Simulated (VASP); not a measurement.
Write the native input for VASP 6.6.1 that does the following.

```
Task                   : single point
Functional             : PBEsol
Potentials or basis    : VASP PAW PBE potentials, release 64 (Rh_pv)
Cutoff                 : 520 eV
k mesh                 : 20 × 20 × 19
Occupations            : fermi-dirac, width 0.1 eV
Spin                   : no spin polarisation
Dipole correction      : no
Further INCAR settings : ALGO = Normal; EDIFF = 1e-06; NBANDS = 14
```

The structure of Rh lies in POSCAR:

```
Rh
1.0
    2.1747758500      0.0000000000      0.0000000000
   -1.0873879250      1.8834111336      0.0000000000
    0.0000000000      0.0000000000      2.0607567947
Rh
1
Direct
    0.0000000000      0.0000000000      0.0000000000
```

These files were run (other wordings do the same):

INCAR

```
  PREC = Accurate
  ENCUT = 520
  EDIFF = 1E-6
  ISMEAR = -1
  SIGMA = 0.1
  LREAL = F
  LASPH = T
  NELM = 80
  ALGO = Normal
  ISIF = 2
  LWAVE = F
  LCHARG = F
  GGA = PS
  NBANDS = 14
```

KPOINTS

```
Automatic mesh
0
Gamma
  20 20 19
```

Potentials or basis: VASP PAW PBE potentials, release 64 (Rh_pv).

Launch:

```sh
$ cat potpaw_PBE.64/Rh_pv/POTCAR > POTCAR
$ mpirun -np 1 vasp_std > vasp.out
```

It gave:

```yaml
Pressure: 519.4 GPa
```

Caveat: the PAW data sets were made with another functional, which shifts forces and pressure a little.

Wall time 35 s on 1 thread of Intel Xeon 8259CL (shared host), peak memory 0.15 GiB.
